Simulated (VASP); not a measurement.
# LiH in VASP: a series of runs, part 2 of 2

VASP 6.6.1. Earlier steps stand in the parts before.

## 4. Single point, PBE0

Contents of POSCAR:

```
LiH
1.0
    3.0875815400      0.0000000000      0.0000000000
   -1.5437907700      2.6739240499      0.0000000000
    0.0000000000      0.0000000000     24.6000000000
Li H
1 1
Direct
    0.3333333333      0.6666666667      0.3333333333
    0.6666666667      0.3333333333      0.3333333333
```

Contents of INCAR.step1:

```
SYSTEM = LiH
PREC = Accurate
ENCUT = 650
EDIFF = 1E-5
ISMEAR = 0
SIGMA = 0.01
LREAL = .False.
LASPH = .True.
NELM = 120
ALGO = Normal
ISIF = 2
LWAVE = .True.
LCHARG = .False.
LDIPOL = .True.
IDIPOL = 3
DIPOL = 0.5 0.5 0.333
NBANDS = 9
GGA = PE
GGA_COMPAT = .False.
NELMDL = -8
```

Contents of INCAR.step2:

```
SYSTEM = LiH
PREC = Accurate
ENCUT = 650
EDIFF = 1E-6
ISMEAR = 0
SIGMA = 0.01
LREAL = .False.
LASPH = .True.
NELM = 120
ALGO = Normal
ISIF = 2
LWAVE = .False.
LCHARG = .False.
LDIPOL = .True.
IDIPOL = 3
DIPOL = 0.5 0.5 0.333
GGA = PE
LHFCALC = .True.
AEXX = 0.25
PRECFOCK = Normal
NBANDS = 9
ISTART = 1
GGA_COMPAT = .False.
```

Contents of KPOINTS:

```
regular mesh
0
Gamma
  6 6 1
  0 0 0
```

Potentials or basis: VASP PAW PBE potentials, release 64 (Li_sv, H).

Run with:

```bash
cat potpaw_PBE.64/Li_sv/POTCAR potpaw_PBE.64/H/POTCAR > POTCAR
cp INCAR.step1 INCAR
mpirun -np 1 vasp_std > vasp.out
cp INCAR.step2 INCAR
mpirun -np 1 vasp_std > vasp.out
```

OUTCAR:

```text
SYSTEM = LiH
   PREC = Accurate
   ENCUT = 650
   EDIFF = 1E-6
   ISMEAR = 0
   LREAL = .False.
   LASPH = .True.
   NELM = 120
   ISIF = 2
   GGA = PE
   LHFCALC = .True.
   AEXX = 0.25
   PRECFOCK = Normal
   ISTART = 1

 ion  position               nearest neighbor table
   1  0.333  0.667  0.333-
   2  0.667  0.333  0.333-

  LATTYP: Found a hexagonal cell.
 ALAT       =     3.0875815400
 C/A-ratio  =     7.9674009192

  Lattice vectors:

 A1 = (   3.0875815400,   0.0000000000,   0.0000000000)
 A2 = (  -1.5437907700,   2.6739240499,   0.0000000000)
 A3 = (   0.0000000000,   0.0000000000,  24.6000000000)

Analysis of symmetry for initial positions (statically):
=====================================================================
 Subroutine PRICEL returns:
 Original cell was already a primitive cell.

 Routine SETGRP: Setting up the symmetry group for a
 hexagonal supercell.

 Subroutine GETGRP returns: Found 12 space group operations
 (whereof  6 operations were pure point group operations)
 out of a pool of 24 trial point group operations.

The static configuration has the point symmetry C_3v.
 The point group associated with its full space group is D_3h.

Analysis of symmetry for dynamics (positions and initial velocities):
=====================================================================
 Subroutine PRICEL returns:
 Original cell was already a primitive cell.

 Routine SETGRP: Setting up the symmetry group for a
 hexagonal supercell.

 Subroutine GETGRP returns: Found 12 space group operations
 (whereof  6 operations were pure point group operations)
 out of a pool of 24 trial point group operations.

The dynamic configuration has the point symmetry C_3v.
 The point group associated with its full space group is D_3h.

 Subroutine INISYM returns: Found 12 space group operations
 (whereof  6 operations are pure point group operations),
 and found     1 'primitive' translations

----------------------------------------------------------------------------------------

                                     Primitive cell

  volume of cell :     203.0966

  direct lattice vectors                    reciprocal lattice vectors
     3.087581540  0.000000000  0.000000000     0.323878086  0.186991100  0.000000000
    -1.543790770  2.673924050  0.000000000     0.000000000  0.373982200  0.000000000
     0.000000000  0.000000000 24.600000000     0.000000000  0.000000000  0.040650407

  length of vectors
     3.087581540  3.087581540 24.600000000     0.373982200  0.373982200  0.040650407

  position of ions in fractional coordinates (direct lattice)
     0.333333333  0.666666667  0.333333333
     0.666666667  0.333333333  0.333333333

  ion indices of the primitive-cell ions
   primitive index   ion index
                 1           1
                 2           2

----------------------------------------------------------------------------------------

 KPOINTS: regular mesh

Automatic generation of k-mesh.
 Grid dimensions read from file:
 generate k-points for:    6    6    1

 Generating k-lattice:

[... 32 lines left out ...]
   NGXF,Y,Z  is equivalent  to a cutoff of  30.15, 30.15, 28.38 a.u.
 SYSTEM =  LiH
   PREC   = accura    normal or accurate (medium, high low for compatibility)
   ISTART =      1    job   : 0-new  1-cont  2-samecut
   ICHARG =      0    charge: 1-file 2-atom 10-const
   ISPIN  =      1    spin polarized calculation?
   LNONCOLLINEAR =      F non collinear calculations
   LSORBIT =      F    spin-orbit coupling
   LASPH  =      T    aspherical Exc in radial PAW
   ENCUT  =  650.0 eV  47.77 Ry    6.91 a.u.   6.42  6.42 51.14*2*pi/ulx,y,z
   NELM   =    120;   NELMIN=  2; NELMDL=  0     # of ELM steps
   EDIFF  = 0.1E-05   stopping-criterion for ELM
   LREAL  =      F    real-space projection
   EDIFFG = 0.1E-04   stopping-criterion for IOM
   NSW    =      0    number of steps for IOM
   IBRION =     -1    ionic relax: 0-MD 1-quasi-New 2-CG
   NFREE  =      0    steps in history (QN), initial steepest desc. (CG)
   ISIF   =      2    stress and relaxation
   ISYM   =      3    0-nonsym 1-usesym 2-fastsym
   POTIM  = 0.5000    time-step for ionic-motion
   TEBEG  =    0.0;   TEEND  =   0.0 temperature during run
   PSTRESS=    0.0 pullay stress
   NELECT =       4.0000    total number of electrons
   NUPDOWN=      -1.0000    fix difference up-down
   EMIN   =  10.00;   EMAX   =-10.00  energy-range for DOS
   EFERMI =   0.00;   METHOD = LEGACY
   ISMEAR =     0;   SIGMA  =   0.01  broadening in eV -4-tet -1-fermi 0-gaus
   EFERMI_NEDOS =   21; number of points for ismear=-14 and -15
   IALGO  =     38    algorithm
   IMIX   =      1    mixing-type and parameters
     AMIX     =   0.40;   BMIX     =  1.00
     AMIX_MAG =   1.60;   BMIX_MAG =  1.00
  volume/ion in A,a.u.               =     101.55       685.28
  Fermi-wavevector in a.u.,A,eV,Ry     =   0.442107  0.835461  2.659374  0.195459
  Thomas-Fermi vector in A             =   1.417808
   LORBIT       =      0    0 simple, 1 ext, 2 COOP (PROOUT), +10 PAW based schemes
   GGA     = PE    functional components
   LHFCALC =     T    Hartree Fock is set to
   PRECFOCK=normal    Normal, Fast or Accurate (Low or Medium for compatibility)
   ENCUT4O =  -1.0   cutoff for four orbital integrals eV
   NKREDX  =     1    reduce k-point grid by
   NKREDY  =     1    reduce k-point grid by
   NKREDZ  =     1    reduce k-point grid by
   AEXX    =    0.2500 exact exchange contribution
   HFSCREEN=    0.0000 screening length (either q_TF or 0.3 A-1)
   HFSCREENC=   0.0000 screening length for correlation (either q_TF or 0.3 A-1)
   ENCUTFOCK=  -1.0 apply spherical cutoff to Coloumb kernel
   IVDW    =     0    specifies the selected vdW correction
   LEPSILON=     F    determine dielectric tensor
   LRPA    =     F    only Hartree local field effects (RPA)
 non-spin polarized calculation
 Gauss-broadening in eV      SIGMA  =   0.01
  energy-cutoff  :      650.00
  volume of cell :      203.10
 maximum number of plane-waves:      7713
 NGX is ok and might be reduce to    28
  NGX = 20; NGY = 20; NGZ =160

 number of electron       4.0000002 magnetization

 dipolmoment           0.000000      0.000000     -0.000003 electrons x Angstroem

 Free energy of the ion-electron system (eV)
  ---------------------------------------------------
  ext. energy  EPLUGINS =         0.00000000
  ---------------------------------------------------
  free energy    TOTEN  =        -6.78462217 eV

  energy without entropy =       -6.78462217  energy(sigma->0) =       -6.78462217

 E-fermi :  -6.1078     XC(G=0):  -1.0210

 val. band max:       -6.1733317916   @ k =   0.3333   0.3333   0.0000
 cond. band min:      -0.9704770141   @ k =   0.0000   0.0000   0.0000
 fundamental gap:      5.2028547774
 Fermi energy:        -6.1077661609

 k-point     1 :       0.0000    0.0000    0.0000
  band No.  band energies     occupation
      1     -52.4951      2.00000
      2      -8.2868      2.00000
      3      -0.9705      0.00000
      4       0.1638      0.00000
      5       0.5505      0.00000
      6       0.5648      0.00000
      7       1.5746      0.00000
      8       1.6093      0.00000
      9       3.1631      0.00000
[... 61 lines left out ...]
 k-point     7 :       0.3333    0.3333    0.0000
  band No.  band energies     occupation
      1     -52.4776      2.00000
      2      -6.1733      2.00000
      3       1.4997      0.00000
      4       5.0285      0.00000
      5       5.5577      0.00000
      6       6.1068      0.00000
      7       6.5643      0.00000
      8       7.1191      0.00000
      9       7.2183      0.00000

------------------------ aborting loop because EDIFF is reached ----------------------------------------

 vacuum level on the upper side and lower side of the slab       (xc-potential included)        -0.069        -0.068

  FORCE on cell =-STRESS in cart. coord.  units (eV):
  Direction    XX          YY          ZZ          XY          YZ          ZX
  --------------------------------------------------------------------------------------
  -------------------------------------------------------------------------------------
  Total       -0.1047299     -0.1047299     -0.0300268      0.0000000      0.0000000     -0.0000000
  in kB       -0.8261877     -0.8261877     -0.2368741      0.0000000      0.0000000     -0.0000000
  external PRESSURE =      -0.6297499 kB  Pullay stress =       0.0000000 kB

 VOLUME and BASIS-vectors are now :
 -----------------------------------------------------------------------------
  energy-cutoff  :      650.00
  volume of cell :      203.10
      direct lattice vectors                 reciprocal lattice vectors
     3.087581540  0.000000000  0.000000000     0.323878086  0.186991100  0.000000000
    -1.543790770  2.673924050  0.000000000     0.000000000  0.373982200  0.000000000
     0.000000000  0.000000000 24.600000000     0.000000000  0.000000000  0.040650407

 POSITION                                       TOTAL-FORCE (eV/Angst)
 -----------------------------------------------------------------------------------
     -0.00000      1.78262      8.20000        -0.000000     -0.000000      0.000000
      1.54379      0.89131      8.20000         0.000000      0.000000     -0.000000
 -----------------------------------------------------------------------------------
    total drift:                                0.000001     -0.000000      0.000000

  FREE ENERGIE OF THE ION-ELECTRON SYSTEM (eV)
  ---------------------------------------------------
  free  energy   TOTEN  =        -6.7846221714 eV

  energy  without entropy=       -6.7846221714  energy(sigma->0) =       -6.78462217

 vacuum level on the upper side and lower side of the slab         0.278         0.279
```

It took 2 min on 1 thread of Intel Xeon 8259CL, shared host; peak memory 0.38 GiB.

Results:

```
Free energy            : -6.7846 eV
Band gap on the k mesh : 5.20 eV (least direct gap 7.32 eV)
```

Levels at points of the mesh, in eV from the valence-band top:
| k point | band 1 | band 2 | band 3 | band 4 | band 5 | band 6 |
| --- | --- | --- | --- | --- | --- | --- |
| (0.00, 0.00, 0.00) | -46.32 | -2.11 | 5.20 | 6.34 | 6.72 | 6.74 |
| (0.50, 0.00, 0.00) | -46.31 | -0.39 | 8.01 | 10.21 | 10.78 | 11.53 |

Caveat: the PAW data sets were made with another functional, which shifts forces and pressure a little.

## 5. Single point, HF

POSCAR is that of step 4.

Contents of INCAR.step1:

```
SYSTEM = LiH
ALGO = Normal
DIPOL = 0.5 0.5 0.333
EDIFF = 1E-5
ENCUT = 650
GGA = PE
GGA_COMPAT = .FALSE.
IDIPOL = 3
ISIF = 2
ISMEAR = 0
LASPH = .TRUE.
LDIPOL = .TRUE.
LREAL = .FALSE.
LWAVE = .TRUE.
NBANDS = 9
NELM = 120
NELMDL = -8
PREC = Accurate
SIGMA = 0.01
```

Contents of INCAR.step2:

```
SYSTEM = LiH
AEXX = 1.0
AGGAC = 0.0
ALDAC = 0.0
ALGO = Normal
DIPOL = 0.5 0.5 0.333
EDIFF = 1E-6
ENCUT = 650
GGA = PE
GGA_COMPAT = .FALSE.
IDIPOL = 3
ISIF = 2
ISMEAR = 0
ISTART = 1
LASPH = .TRUE.
LCHARG = .TRUE.
LDIPOL = .TRUE.
LELF = .TRUE.
LHFCALC = .TRUE.
LREAL = .FALSE.
LVACPOTAV = .TRUE.
LVHAR = .TRUE.
LWAVE = .FALSE.
NBANDS = 9
NELM = 120
PREC = Accurate
PRECFOCK = Normal
SIGMA = 0.01
```

Contents of KPOINTS:

```
k-points
0
G
  6 6 1
  0 0 0
```

Run with:

```bash
cat potpaw_PBE.64/Li_sv/POTCAR potpaw_PBE.64/H/POTCAR > POTCAR
cp INCAR.step1 INCAR
mpirun -np 1 vasp_std > vasp.out
cp INCAR.step2 INCAR
mpirun -np 1 vasp_std > vasp.out
```

Run time: 3.5 min. Hardware: 1 thread of Intel Xeon 8259CL, shared host; peak memory 0.38 GiB.

The run converged. Its results:

```yaml
Free_energy: -9.2442 eV
Band_gap_on_the_k_mesh: 9.48 eV (least direct gap 12.14 eV)
Ionisation_potential_of_the_upper_face: 9.40 eV
```

Levels at points of the mesh, in eV from the valence-band top:
```csv
k point,band 1,band 2,band 3,band 4,band 5,band 6
"(0.00, 0.00, 0.00)",-54.97,-2.66,9.48,9.52,10.04,10.12
"(0.50, 0.00, 0.00)",-54.94,-0.45,13.74,14.73,14.76,14.79
```

Caveat: the PAW data sets were made with another functional, which shifts forces and pressure a little.

## 6. Single point, r2SCANh

POSCAR is that of step 5.

Contents of INCAR.step1:

```
PREC = Accurate
ENCUT = 720
EDIFF = 1E-5
ISMEAR = 0
SIGMA = 0.01
LREAL = F
LASPH = T
NELM = 120
ALGO = Normal
ISIF = 2
LWAVE = T
LDIPOL = T
IDIPOL = 3
DIPOL = 0.5 0.5 0.333
GGA = PE
NBANDS = 9
GGA_COMPAT = F
NELMDL = -8
```

Contents of INCAR.step2:

```
PREC = Accurate
ENCUT = 720
EDIFF = 1E-6
ISMEAR = 0
SIGMA = 0.01
LREAL = F
LASPH = T
NELM = 120
ALGO = Normal
ISIF = 2
LWAVE = F
LCHARG = T
LDIPOL = T
IDIPOL = 3
DIPOL = 0.5 0.5 0.333
METAGGA = R2SCAN
LHFCALC = T
AEXX = 0.1
LMIXTAU = T
PRECFOCK = Normal
LELF = T
LVHAR = T
LVACPOTAV = T
ISTART = 1
NBANDS = 9
GGA_COMPAT = F
```

Contents of KPOINTS:

```
Automatic mesh
0
Gamma
  6 6 1
```

Potentials or basis: VASP PAW PBE potentials, release 64 (Li_sv, H).

Run with:

```bash
cat potpaw_PBE.64/Li_sv/POTCAR potpaw_PBE.64/H/POTCAR > POTCAR
cp INCAR.step1 INCAR
mpirun -np 1 vasp_std > vasp.out
cp INCAR.step2 INCAR
mpirun -np 1 vasp_std > vasp.out
```

It took 10 min on 1 thread of Intel Xeon 8259CL, shared host; peak memory 0.45 GiB.

Results (log left out):

| Property | Result |
| --- | --- |
| Free energy | -6.7347 eV |
| Band gap on the k mesh | 4.64 eV (least direct gap 6.58 eV) |

Levels at points of the mesh, in eV from the valence-band top:
```tsv
k point	band 1	band 2	band 3	band 4	band 5
(0.00, 0.00, 0.00)	-45.80	-1.95	4.64	6.00	6.36
(0.50, 0.00, 0.00)	-45.79	-0.36	7.47	9.76	10.42
```

Caveat: the PAW data sets were made with another functional, which shifts forces and pressure a little.

## 7. Overview

| level | k mesh | cutoff (eV) | grid for exact exchange (PRECFOCK) | share of exact exchange | screening parameter | gap on the mesh (eV) |
| --- | --- | --- | --- | --- | --- | --- |
| r2SCAN | 12 × 12 × 1 | 720 | - | - | - | 4.03 |
| HSE06 | 6 × 6 × 1 | 650 | Normal | 0.25 | 0.2079 1/Å | 4.48 |
| PBE0 | 6 × 6 × 1 | 650 | Normal | 0.25 | - | 5.20 |
| HF | 6 × 6 × 1 | 650 | Normal | 1 | - | 9.48 |
| r2SCANh | 6 × 6 × 1 | 720 | Normal | 0.1 | - | 4.64 |

Alike in all rows: task single point; potentials or basis VASP PAW PBE potentials, release 64 (Li_sv, H); no spin polarisation; cell as given; smearing gaussian 0.01 eV.

On the cell as given the gap runs from 4.03 eV (r2SCAN) to 9.48 eV (HF); the meshes differ, which moves gaps too.

Caveats: the PAW data sets were made with another functional, which shifts forces and pressure a little.

Absolute energies hang on the potentials; compare differences alone.
